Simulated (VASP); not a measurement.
The system is CoNiO2.

```
Ni Co O
1.0
     3.01433    0.00000    0.00000
     0.00000    3.01433    0.00000
     0.00000    0.00000    4.22229
Ni Co O
1 1 2
Direct
  0.00000 0.00000 0.00000
  0.50000 0.50000 0.50000
  0.00000 0.00000 0.50000
  0.50000 0.50000 0.00000
```

Program: VASP 6.6.1. Alike in all runs: task single point; level PBEsol; potentials or basis VASP PAW PBE potentials, release 64 (Ni, Co, O); cell as given; k mesh 9 × 9 × 6; cutoff (eV) 520; smearing fermi-dirac 0.05 eV.

Order these runs on this cell by their pressure, lowest first.
A. spin collinear, antiferromagnetic start
B. spin off
C. spin collinear, ferromagnetic start

B (-23.8 GPa), A (-13.9 GPa), C (-12.4 GPa).

Caveats: the cell stands under tension; the PAW data sets were made with another functional, which shifts forces and pressure a little; an odd number of electrons without spin polarisation forces a metal (at least some runs); a magnetic or distorted state may lie lower (at least some runs).
